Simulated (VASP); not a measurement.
**CdTe6Pd: single point with PBE**

The system is CdTe6Pd.

```
Te Cd Pd
1.0
     6.74618    0.00000    0.00000
    -3.37309    5.84237    0.00000
    -3.37309    1.94745    6.36992
Te Cd Pd
6 1 1
Direct
  0.25000 0.08300 0.75100
  0.91700 0.41600 0.75100
  0.58400 0.75000 0.75100
  0.75000 0.91700 0.24900
  0.08300 0.58400 0.24900
  0.41600 0.25000 0.24900
  0.50000 0.50000 0.50000
  0.00000 0.00000 0.00000
```

* Program: VASP 6.6.1
* Task: single point
* Functional: PBE
* Potentials or basis: VASP PAW PBE potentials, release 64 (Te, Cd, Pd)
* Cutoff: 520 eV
* k mesh: 3 × 3 × 3
* Occupations: fermi-dirac, width 0.0311 eV
* Spin: no spin polarisation

```yaml
Pressure: -0.2 GPa
Largest_force: 1.363 eV/Å
Band_gap_on_the_k_mesh: zero (band 29 reaches 5.41 eV, above the bottom of band 30 at 4.95 eV)
```

Forces in eV/Å, atoms in the order of the input:
```
Te  -0.383 -1.103  0.704
Te   1.147  0.220  0.704
Te  -0.764  0.883  0.704
Te   0.383  1.103 -0.704
Te  -1.147 -0.220 -0.704
Te   0.764 -0.883 -0.704
Cd   0.000  0.000  0.000
Pd   0.000  0.000  0.000
```

Stress tensor (GPa, compression positive):
```
 0.41  0.00  0.00
 0.00  0.41  0.00
 0.00  0.00 -1.44
```

Levels at points of the mesh, in eV from the Fermi level:
```tsv
k point	band 25	band 26	band 27	band 28	band 29	band 30	band 31	band 32	band 33	band 34
(0.00, 0.00, 0.00)	-1.90	-0.35	-0.35	0.42	0.42	0.87	0.88	0.88	1.38	1.38
```

Run time: 5.7 min on 1 thread of Intel Xeon 8259CL, with other jobs on the host, peak memory 0.43 GiB.

Caveat: the k points lie up to 0.37 Å⁻¹ apart; spin-orbit coupling is left out, which moves the levels of the heavy elements; forces of over 1 eV/Å act on the atoms, so gaps and moduli don't describe the material at rest.
